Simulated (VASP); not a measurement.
SiC: relaxation of cell and atoms with HSE06

The system is SiC.

```
Si C
1.0
     0.00000    2.17805    2.17805
     2.17805    0.00000    2.17805
     2.17805    2.17805    0.00000
Si C
1 1
Direct
  0.00000 0.00000 0.00000
  0.25000 0.25000 0.25000
```

```json
{"Program": "VASP 6.6.1", "Task": "relaxation of cell and atoms", "Functional": "HSE06", "Potentials or basis": "VASP PAW PBE potentials, release 64 (Si, C)", "Cutoff": "600 eV", "k mesh": "6 × 6 × 6", "Occupations": "fermi-dirac, width 0.02 eV", "Spin": "no spin polarisation", "Dipole correction": "no", "Grid for exact exchange (PRECFOCK)": "Normal", "Further INCAR settings": "ALGO = Normal; EDIFF = 1e-06; IBRION = 2; EDIFFG = -0.005; NSW = 80; ISIF = 3", "Share of exact exchange": "0.25", "Screening parameter": "0.2079 1/Å"}
```

The relaxed volume is 10.26 Å³/atom, the relaxed cell is a = 3.073 Å, b = 3.073 Å, c = 3.073 Å, α = 60.00°, β = 60.00°, γ = 60.00° and the space group after relaxing (to 0.1 Å) is F-43m (No. 216). The energy gained by relaxing is 0.4 meV/atom. The ionic steps are 3, the pressure after relaxing is 0.0 GPa and the band gap on the k mesh is 2.23 eV (least direct gap 5.74 eV).

The path:
```tsv
step	energy change (eV)	largest force (eV/Å)	pressure (GPa)	volume (Å³)
1	0.0000	0.0000	-1.63	20.66
2	0.0003	0.0000	1.92	20.35
3	-0.0008	0.0000	0.02	20.52
```

Final structure:
```yaml
crystal:
  lattice:
    - [0.00000, 2.17292, 2.17292]
    - [2.17292, 0.00000, 2.17292]
    - [2.17292, 2.17292, 0.00000]
  atoms:
    - { symbol: Si, position: [0.00000, 0.00000, 0.00000] }
    - { symbol: C, position: [0.25000, 0.25000, 0.25000] }
```

Levels at points of the mesh, in eV from the valence-band top:
| k point | band 2 | band 3 | band 4 | band 5 | band 6 | band 7 |
| --- | --- | --- | --- | --- | --- | --- |
| (0.00, 0.00, 0.00) | 0.00 | 0.00 | 0.00 | 7.64 | 8.65 | 8.65 |
| (0.50, 0.00, 0.00) | -9.40 | -1.16 | -1.16 | 6.72 | 8.51 | 8.51 |
| (0.50, 0.50, 0.00) | -8.57 | -3.52 | -3.52 | 2.23 | 5.40 | 16.04 |

It took 6.9 min on 1 thread of Intel(R) Xeon(R) 6975P-C (Granite Rapids) (shared host), peak memory 0.26 GiB.

Caveat: the PAW data sets were made with another functional, which shifts forces and pressure a little. A k mesh can miss the band edges.
